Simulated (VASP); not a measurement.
# SiC (Moissanite 3C) (F-43m) in VASP: further runs, part 4 of 4

VASP 6.6.1. The steps go on from the part before.

**6. Single point, PBEsol**

This run uses another cell than the first one, of 10.35 Å³/atom, 1.191 times its volume.

The input, INCAR:

```
PREC = Accurate
ENCUT = 520
EDIFF = 1E-6
ISMEAR = 0
SIGMA = 0.05
LREAL = F
LASPH = T
NELM = 100
ALGO = Normal
ISIF = 2
LWAVE = F
LCHARG = T
GGA = PS
LELF = T
LVHAR = T
NBANDS = 11
```

The input, KPOINTS:

```
regular mesh
0
Gamma
  18 18 18
```

The input, POSCAR:

```
SiC
1.0
    0.0000000000      2.1790000000      2.1790000000
    2.1790000000      0.0000000000      2.1790000000
    2.1790000000      2.1790000000      0.0000000000
Si C
1 1
Direct
    0.0000000000      0.0000000000      0.0000000000
    0.2500000000      0.2500000000      0.2500000000
```

Potentials or basis: VASP PAW PBE potentials, release 64 (Si, C).

On the command line:

```sh
$ cat potpaw_PBE.64/Si/POTCAR potpaw_PBE.64/C/POTCAR > POTCAR
$ mpirun -np 1 vasp_std > vasp.out
```

OUTCAR:

```text
PREC = Accurate
   ENCUT = 520
   EDIFF = 1E-6
   ISMEAR = 0
   LREAL = F
   LASPH = T
   NELM = 100
   ISIF = 2
   GGA = PS

 ion  position               nearest neighbor table
   1  0.000  0.000  0.000-   2 1.89   2 1.89   2 1.89   2 1.89
   2  0.250  0.250  0.250-   1 1.89   1 1.89   1 1.89   1 1.89

  LATTYP: Found a face centered cubic cell.
 ALAT       =     4.3580000000

  Lattice vectors:

 A1 = (   0.0000000000,   2.1790000000,   2.1790000000)
 A2 = (   2.1790000000,   0.0000000000,   2.1790000000)
 A3 = (   2.1790000000,   2.1790000000,   0.0000000000)

Analysis of symmetry for initial positions (statically):
[... 5 lines left out ...]
 face centered cubic supercell.

 Subroutine GETGRP returns: Found 24 space group operations
 (whereof 24 operations were pure point group operations)
 out of a pool of 48 trial point group operations.

The static configuration has the point symmetry T_d .

Analysis of symmetry for dynamics (positions and initial velocities):
[... 5 lines left out ...]
 face centered cubic supercell.

 Subroutine GETGRP returns: Found 24 space group operations
 (whereof 24 operations were pure point group operations)
 out of a pool of 48 trial point group operations.

The dynamic configuration has the point symmetry T_d .

 Subroutine INISYM returns: Found 24 space group operations
 (whereof 24 operations are pure point group operations),
 and found     1 'primitive' translations

----------------------------------------------------------------------------------------

                                     Primitive cell

  volume of cell :      20.6920

  direct lattice vectors                    reciprocal lattice vectors
     0.000000000  2.179000000  2.179000000    -0.229463056  0.229463056  0.229463056
     2.179000000  0.000000000  2.179000000     0.229463056 -0.229463056  0.229463056
     2.179000000  2.179000000  0.000000000     0.229463056  0.229463056 -0.229463056

  length of vectors
     3.081571352  3.081571352  3.081571352     0.397441672  0.397441672  0.397441672

  position of ions in fractional coordinates (direct lattice)
     0.000000000  0.000000000  0.000000000
[... 99 lines left out ...]
  volume/ion in A,a.u.               =      10.35        69.82
  Fermi-wavevector in a.u.,A,eV,Ry     =   1.192626  2.253736 19.352338  1.422357
  Thomas-Fermi vector in A             =   2.328660
   LORBIT       =      0    0 simple, 1 ext, 2 COOP (PROOUT), +10 PAW based schemes
   GGA     = PS    functional components
   LHFCALC =     F    Hartree Fock is set to
   AEXX    =    0.0000 exact exchange contribution
   IVDW    =     0    specifies the selected vdW correction
   LEPSILON=     F    determine dielectric tensor
   LRPA    =     F    only Hartree local field effects (RPA)
 non-spin polarized calculation
 Gauss-broadening in eV      SIGMA  =   0.05
  energy-cutoff  :      520.00
  volume of cell :       20.69
 maximum number of plane-waves:       568
   NGX = 11   NGY = 11   NGZ = 11

 number of electron       8.0000001 magnetization

 Free energy of the ion-electron system (eV)
  ---------------------------------------------------
  ext. energy  EPLUGINS =         0.00000000
  ---------------------------------------------------
  free energy    TOTEN  =       -15.91515636 eV

  energy without entropy =      -15.91515636  energy(sigma->0) =      -15.91515636

 E-fermi :   8.2941     XC(G=0): -11.5050

 val. band max:        8.0563795443   @ k =   0.0000   0.0000   0.0000
 cond. band min:       9.2903263114   @ k =   0.5000   0.5000   0.0000
 fundamental gap:      1.2339467671
 Fermi energy:         8.2940503746

 k-point     1 :       0.0000    0.0000    0.0000
  band No.  band energies     occupation
      1      -7.3677      2.00000
      2       8.0564      2.00000
      3       8.0564      2.00000
      4       8.0564      2.00000
      5      14.2436      0.00000
      6      15.2990      0.00000
      7      15.2990      0.00000
      8      15.2990      0.00000
      9      22.5128      0.00000
     10      22.5128      0.00000
     11      24.3190      0.00000
[... 309 lines left out ...]
 k-point    24 :      -0.2222    0.0556    0.0000
  band No.  band energies     occupation
      1      -6.1991      2.00000
      2       3.9742      2.00000
      3       6.9948      2.00000
      4       7.6563      2.00000
      5      14.2100      0.00000
      6      15.7867      0.00000
      7      15.9501      0.00000
      8      17.2112      0.00000
      9      20.2358      0.00000
     10      21.6947      0.00000
     11      23.6053      0.00000

 [... further k-points ...]
[... 5 lines left out ...]
  --------------------------------------------------------------------------------------
  -------------------------------------------------------------------------------------
  Total        0.0223563      0.0223563      0.0223563      0.0000000     -0.0000000     -0.0000000
  in kB        1.7310485      1.7310485      1.7310485      0.0000000     -0.0000000     -0.0000000
  external PRESSURE =       1.7310485 kB  Pullay stress =       0.0000000 kB

 VOLUME and BASIS-vectors are now :
 -----------------------------------------------------------------------------
  energy-cutoff  :      520.00
  volume of cell :       20.69
      direct lattice vectors                 reciprocal lattice vectors
     0.000000000  2.179000000  2.179000000    -0.229463056  0.229463056  0.229463056
     2.179000000  0.000000000  2.179000000     0.229463056 -0.229463056  0.229463056
     2.179000000  2.179000000  0.000000000     0.229463056  0.229463056 -0.229463056

 POSITION                                       TOTAL-FORCE (eV/Angst)
 -----------------------------------------------------------------------------------
      0.00000      0.00000      0.00000         0.000000     -0.000000     -0.000000
      1.08950      1.08950      1.08950         0.000000      0.000000      0.000000
 -----------------------------------------------------------------------------------
    total drift:                                0.000000      0.000000      0.000000

  FREE ENERGIE OF THE ION-ELECTRON SYSTEM (eV)
  ---------------------------------------------------
  free  energy   TOTEN  =       -15.9151563617 eV

  energy  without entropy=      -15.9151563617  energy(sigma->0) =      -15.91515636
```

stdout:

```text
POSCAR found type information on POSCAR SiC
 POSCAR found :  2 types and       2 ions
 scaLAPACK will be used
 -----------------------------------------------------------------------------
|                                                                             |
|                                                                             |
|     You enforced a specific xc type in the INCAR file but a different       |
|     I HOPE YOU KNOW WHAT YOU ARE DOING!                                     |
|                                                                             |
 -----------------------------------------------------------------------------

 LDA part: xc-table for (Slater+PW92), standard interpolation
 POSCAR, INCAR and KPOINTS ok, starting setup
 FFT: planning ... GRIDC
 FFT: planning ... GRID_SOFT
 FFT: planning ... GRID
 WAVECAR not read
 entering main loop
```

Run time: 18 s. Hardware: 1 thread of Intel Xeon Platinum 8488C (Sapphire Rapids), shared host; peak memory 0.16 GiB.

What came out:

* Free energy: -15.9152 eV
* Pressure: 0.2 GPa
* Band gap on the k mesh: 1.23 eV, indirect (least direct gap 4.44 eV)

Levels at points of the mesh, in eV from the valence-band top:
| k point | band 1 | band 2 | band 3 | band 4 | band 5 | band 6 | band 7 | band 8 | band 9 |
| --- | --- | --- | --- | --- | --- | --- | --- | --- | --- |
| (0.00, 0.00, 0.00) | -15.42 | 0.00 | 0.00 | 0.00 | 6.19 | 7.24 | 7.24 | 7.24 | 14.46 |
| (0.50, 0.00, 0.00) | -11.82 | -8.60 | -1.06 | -1.06 | 5.37 | 7.14 | 7.14 | 9.92 | 16.01 |
| (0.50, 0.50, 0.00) | -10.36 | -7.83 | -3.21 | -3.21 | 1.23 | 4.20 | 13.95 | 13.95 | 14.68 |

Caveat: the PAW data sets were made with another functional, which shifts forces and pressure a little.

**7. Overview**

```csv
cell,gap on the mesh (eV),pressure (GPa)
"a = 2.907 Å, angles 60.0°, 2 atoms",1.06,54.4
"a = 2.952 Å, angles 60.0°, 2 atoms",1.11,36.7
"a = 2.996 Å, angles 60.0°, 2 atoms",1.15,22.1
"a = 3.039 Å, angles 60.0°, 2 atoms",1.20,10.2
"a = 3.082 Å, angles 60.0°, 2 atoms",1.23,0.2
```

Alike in all rows: task single point; level PBEsol; potentials or basis VASP PAW PBE potentials, release 64 (Si, C); no spin polarisation; k mesh 18 × 18 × 18; cutoff (eV) 520; smearing gaussian 0.05 eV.

Caveats: the PAW data sets were made with another functional, which shifts forces and pressure a little.

Total energies depend on the potentials used, so only differences within one code and one set of settings carry meaning.

**8. Against experiment**

Step 6. Measured gap of SiC: 2.4 eV (indirect; quoted in “Insight into the structural, elastic and electronic properties of a new orthorhombic 6O-SiC polytype”, 2020, pmc:7200658). This calculation gives 1.23 eV (-1.17 eV). The value is that of PBEsol on a finite k mesh, which can miss the band edges, without temperature or zero-point motion. Semilocal functionals fall short of measured gaps as a rule.
